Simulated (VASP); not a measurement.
Input of a VASP 6.6.1 run:

Contents of INCAR:

```
SYSTEM = SiC
ALGO = Normal
EDIFF = 1E-6
ENCUT = 520
GGA = PE
ISIF = 2
ISMEAR = 0
LASPH = .True.
LCHARG = .False.
LREAL = .False.
LWAVE = .False.
NBANDS = 11
NELM = 60
PREC = Accurate
SIGMA = 0.02
```

File KPOINTS:

```
k-points
0
Gamma
  12 12 12
  0 0 0
```

The input POSCAR:

```
SiC
1.0
    0.0000000000      2.2458507000      2.2458507000
    2.2458507000      0.0000000000      2.2458507000
    2.2458507000      2.2458507000      0.0000000000
Si C
1 1
Direct
    0.0000000000      0.0000000000      0.0000000000
    0.7500000000      0.7500000000      0.7500000000
```

Potentials or basis: VASP PAW PBE potentials, release 64 (Si, C).

Command:

```console
$ cat potpaw_PBE.64/Si/POTCAR potpaw_PBE.64/C/POTCAR > POTCAR
$ mpirun -np 1 vasp_std > vasp.out
```

Problem. Predict the pressure.

Solution. -13.9 GPa.

Problem. What does it give for the band gap on the k mesh?

Solution. 1.43 eV (least direct gap 4.44 eV).

Caveat: the cell differs from its parent crystal (strained); the cell stands under tension. A k mesh can miss the band edges.
